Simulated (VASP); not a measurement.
Here is a VASP 6.6.1 calculation.

Contents of INCAR:

```
  PREC = Accurate
  ENCUT = 520
  EDIFF = 1E-8
  ISMEAR = 0
  SIGMA = 0.01
  LREAL = False
  LASPH = True
  NELM = 80
  ALGO = Normal
  ISIF = 2
  LWAVE = False
  LCHARG = False
  IBRION = 8
  NSW = 1
  LEPSILON = True
```

Contents of KPOINTS:

```
regular mesh
0
Gamma
  8 8 8
```

The input POSCAR:

```
SrO
1.0
    0.0000000000      2.5321945805      2.5321945805
    2.5321945805      0.0000000000      2.5321945805
    2.5321945805      2.5321945805      0.0000000000
Sr O
1 1
Direct
    0.5000000000      0.5000000000      0.5000000000
    0.0000000000      0.0000000000      0.0000000000
```

Potentials or basis: VASP PAW LDA potentials, release 64 (Sr_sv, O).

Run with:

```sh
$ cat potpaw_LDA.64/Sr_sv/POTCAR potpaw_LDA.64/O/POTCAR > POTCAR
$ mpirun -np 1 vasp_std > vasp.out
```

Problem. Predict the electronic dielectric tensor (diagonal).

Solution. 3.91.

Problem. Predict the Born charges (mean of the diagonal).

Solution. Sr +2.48; O -2.48 e.

Problem. Estimate the highest phonon frequency at Γ, LO-TO splitting left out.

Solution. 224 cm⁻¹.

Phonon frequencies in cm⁻¹ (negative: imaginary):
```csv
q point,frequencies
"(0.000, 0.000, 0.000)",0 0 0 224 224 224
```
